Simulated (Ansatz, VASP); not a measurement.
**One calculation of Pd, two programs**

INCAR

```
ALGO = Normal ; EDIFF = 1E-8
ENCUT = 520 ; ISIF = 2
ISMEAR = -1 ; LASPH = True
LCHARG = False ; LEFG = True
LREAL = False ; LWAVE = False
NBANDS = 11 ; NELM = 80
PREC = Accurate ; SIGMA = 0.05
```

The input KPOINTS:

```
k-points
0
Gamma
  18 18 18
```

File POSCAR:

```
Pd
1.0
    0.0000000000      1.9449000000      2.0032470000
    1.9449000000      0.0000000000      2.0032470000
    1.9449000000      1.9449000000      0.0000000000
Pd
1
Direct
    0.0000000000      0.0000000000      0.0000000000
```

Input for Ansatz:

```yaml
crystal:
  lattice:
    - [0.0, 1.9449, 2.003247]
    - [1.9449, 0.0, 2.003247]
    - [1.9449, 1.9449, 0.0]
  atoms:
    - { symbol: Pd, position: [0.0, 0.0, 0.0] }
kpoints:
  mp_grid: { grid: [18, 18, 18] }
scf:
  occupations: { method: fermi_dirac, width: 0.05 }
hamiltonian:
  xc: lda
  pseudopotentials: { kind: paw }
output:
  forces: true
  stress: true
  eigenvalues: true
  efg: { contact_densities: true }
```

Change from the starting cell: zz strain of +3 %, PAW files.

Alike in both runs: task electric field gradients; functional LDA; k mesh 18 × 18 × 18; occupations fermi-dirac, width 0.05 eV; no spin polarisation.

|  | VASP | Ansatz |
| --- | --- | --- |
| version | VASP 6.6.1 | Ansatz 0.2.0 |
| potentials or method | VASP PAW LDA potentials, release 64 (Pd) | PAW with Ansatz's default frozen-core files, scalar-relativistic |
| plane-wave cutoff (eV) | 520 | 420 |
| valence electrons in the cell | 10 | 18 |

```csv
,VASP,Ansatz,Ansatz less VASP
pressure (GPa),-12.7,-12.9,-0.23
"traceless stress, the component that is largest in VASP (GPa)",-1.15,-1.15,-0.004
size of Vzz on the site where it differs most (V/Å²),3.2,5.0,+1.80
```

LDA's correlation is that of Perdew and Zunger in VASP and of Perdew and Wang (1992) in Ansatz. VASP's potentials hold 10 valence electrons a cell and Ansatz's 18, so a difference there can come from the potentials and not from the codes.
